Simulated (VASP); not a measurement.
Crystal: TiCo.

```xyz
2
Lattice="2.9861 0.0000 0.0000 0.0000 2.9861 0.0000 0.0000 0.0000 2.9861" Properties=species:S:1:pos:R:3 pbc="T T T"
Co    1.4931    1.4931    1.4931
Ti    0.0000    0.0000    0.0000
```

Base run:

```yaml
Program: VASP 6.6.1
Functional: PBE
Potentials_or_basis: VASP PAW PBE potentials, release 64 (Co_sv, Ti_sv)
Cutoff: 600 eV
k_mesh: 8 × 8 × 8
Occupations: fermi-dirac, width 0.05 eV
Spin: collinear spin, ferromagnetic start
Starting_moments: "[1.46667, 0.733333] μB"
Fixed_moment: 2.2 μB
```

Its results: pressure 4.4 GPa; site moments Co +1.44; Ti +0.48 μB.

Q: The run is repeated on the same cell with these changes: fixed moment from 2.2 μB to 4.5 μB; moments at the start from [1.47, 0.73] to [3.0, 1.5]. What comes out?

A: Pressure 23.9 GPa; site moments Co +2.14; Ti +1.47 μB.

Caveats: the total moment is fixed, so each spin has its own Fermi level.
